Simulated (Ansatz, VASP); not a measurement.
**One calculation of Ga3Se, two programs**

File INCAR:

```
PREC = Accurate
ENCUT = 520
EDIFF = 1E-6
ISMEAR = -1
SIGMA = 0.01
LREAL = F
LASPH = T
NELM = 80
ALGO = Normal
ISIF = 2
LWAVE = F
LCHARG = T
GGA = PS
LELF = T
LVHAR = T
NBANDS = 30
```

File KPOINTS:

```
regular mesh
0
Gamma
  10 10 10
```

File POSCAR:

```
Ga3Se
1.0
    4.4324650000      0.0000000000      0.0000000000
    0.0000000000      4.4324650000      0.0000000000
    0.0000000000      0.0000000000      4.4324650000
Ga Se
3 1
Direct
    0.0000000000      0.5000000000      0.5000000000
    0.5000000000      0.0000000000      0.5000000000
    0.5000000000      0.5000000000      0.0000000000
    0.0000000000      0.0000000000      0.0000000000
```

Input for Ansatz:

```yaml
crystal:
  lattice:
    - [4.432465, 0.0, 0.0]
    - [0.0, 4.432465, 0.0]
    - [0.0, 0.0, 4.432465]
  atoms:
    - { symbol: Ga, position: [0.0, 0.5, 0.5] }
    - { symbol: Ga, position: [0.5, 0.0, 0.5] }
    - { symbol: Ga, position: [0.5, 0.5, 0.0] }
    - { symbol: Se, position: [0.0, 0.0, 0.0] }
basis:
  ecutwfc: 420
kpoints:
  mp_grid: { grid: [10, 10, 10] }
hamiltonian:
  xc: pbesol
scf:
  occupations: { method: fermi_dirac, width: 0.01 }
output:
  forces: true
  stress: true
  eigenvalues: true
```

Alike in both runs: task single point; functional PBEsol; k mesh 10 × 10 × 10; occupations fermi-dirac, width 0.01 eV; no spin polarisation.

|  | VASP | Ansatz |
| --- | --- | --- |
| version | VASP 6.6.1 | Ansatz 0.2.0 |
| potentials or method | VASP PAW PBE potentials, release 64 (Ga_d, Se), cutoff 520 eV | scalar-relativistic, plane waves, PAW |
| valence electrons in the cell | 45 | 55 |

|  | VASP | Ansatz | Ansatz less VASP |
| --- | --- | --- | --- |
| gap on the k mesh at the Fermi level (eV) | none | none | - |
| pressure (GPa) | -3.6 | -3.6 | -0.03 |

VASP's potentials were made for PBE, not for PBEsol. A gap of «none» marks a metal or a gap that the smearing closes. VASP's potentials hold 45 valence electrons a cell and Ansatz's 55, so a difference there can come from the potentials and not from the codes.
